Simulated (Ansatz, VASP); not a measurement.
# CuI: VASP beside Ansatz

```
Cu I
1.0
     2.96954    2.96954    0.00000
    -2.96954    2.96954    0.00000
     0.00000    2.96954    2.96954
Cu I
1 1
Direct
  0.75000 0.25000 0.50000
  0.00000 0.00000 0.00000
```

Change from the starting cell: unstrained.

Alike in both runs: task single point; functional PBEsol; k mesh 6 × 6 × 6; non-collinear spin, spin-orbit coupling.

|  | VASP | Ansatz |
| --- | --- | --- |
| version | VASP 6.6.1 | Ansatz 0.2.0 |
| potentials or method | VASP PAW PBE potentials, release 64 (Cu, I), cutoff 520 eV | all-electron LAPW |
| occupations | gaussian, width 0.01 eV | fixed |

|  | VASP | Ansatz | Ansatz less VASP |
| --- | --- | --- | --- |
| pressure (GPa) | 0.3 | 0.1 | -0.14 |
| net moment per atom (μB) | 0.00 | 0.00 | 0.000 |

VASP's potentials were made for PBE, not for PBEsol. Ansatz ran all-electron here, and VASP with PAW potentials.
